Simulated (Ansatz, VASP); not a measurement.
## One calculation of Al2AuS4, two programs

POSCAR

```
Al2AuS4
1.0
    0.0000000000      5.2740420000      0.0000000000
    5.2740420000      0.0000000000      0.0000000000
    2.6370210000      2.6370210000     -5.2232470000
Au Al S
1 2 4
Direct
    0.0000000000      0.0000000000      0.0000000000
    0.7500000000      0.2500000000      0.5000000000
    0.5000000000      0.5000000000      0.0000000000
    0.3800000000      0.3900000000      0.7400000000
    0.6100000000      0.1200000000      0.2600000000
    0.8800000000      0.8700000000      0.7400000000
    0.1300000000      0.6200000000      0.2600000000
```

Contents of INCAR.step1:

```
PREC = Accurate
ENCUT = 520
ISMEAR = -1
SIGMA = 0.1
LREAL = False
LASPH = True
NELM = 60
NBANDS = 30
GGA = PE
ALGO = Normal
EDIFF = 1E-4
LWAVE = True
LCHARG = False
```

The input INCAR.step2:

```
PREC = Accurate
ENCUT = 520
EDIFF = 1E-7
ISMEAR = -1
SIGMA = 0.1
LREAL = False
LASPH = True
NELM = 60
ALGO = Normal
ISIF = 2
LWAVE = False
LCHARG = False
METAGGA = R2SCAN
LMIXTAU = True
NBANDS = 30
ISTART = 1
```

KPOINTS

```
Automatic mesh
0
Gamma
  4 4 4
```

Input for Ansatz:

```yaml
crystal:
  lattice:
    - [0.0, 5.274042, 0.0]
    - [5.274042, 0.0, 0.0]
    - [2.637021, 2.637021, -5.223247]
  atoms:
    - { symbol: Au, position: [0.0, 0.0, 0.0] }
    - { symbol: Al, position: [0.75, 0.25, 0.5] }
    - { symbol: S, position: [0.38, 0.39, 0.74] }
    - { symbol: S, position: [0.61, 0.12, 0.26] }
    - { symbol: S, position: [0.88, 0.87, 0.74] }
    - { symbol: S, position: [0.13, 0.62, 0.26] }
    - { symbol: Al, position: [0.5, 0.5, 0.0] }
  symmetry: { tolerance: 0.0003 }
kpoints:
  mp_grid: { grid: [4, 4, 4], shift: [0, 0, 0] }
magnetization:
  spin_polarized: false
scf:
  occupations: { method: fermi_dirac }
  mixing: { algorithm: anderson, beta: 0.7, ndim: 4 }
hamiltonian:
  pseudopotentials: { kind: paw }
  xc: r2scan
basis:
  ecutwfc: 500
output:
  forces: true
  stress: true
  eigenvalues: true
```

Alike in both runs: task single point; functional r2SCAN; k mesh 4 × 4 × 4; no spin polarisation.

|  | VASP | Ansatz |
| --- | --- | --- |
| version | VASP 6.6.1 | Ansatz 0.2.0 |
| potentials or method | VASP PAW PBE potentials, release 64 (Au, Al, S), cutoff 520 eV | PAW plane waves |
| occupations | fermi-dirac, width 0.1 eV | fermi-dirac |
| valence electrons in the cell | 41 | 49 |

```csv
,VASP,Ansatz,Ansatz less VASP
gap on the k mesh at the Fermi level (eV),none,none,-
pressure (GPa),3.4,3.7,+0.29
rms of the force components (eV/Å),0.625,0.626,+0.0011
```

VASP's potentials were made for PBE, not for r2SCAN. A gap of «none» marks a metal or a gap that the smearing closes. VASP's potentials hold 41 valence electrons a cell and Ansatz's 49, so a difference there can come from the potentials and not from the codes.

Spin-orbit coupling is off throughout.
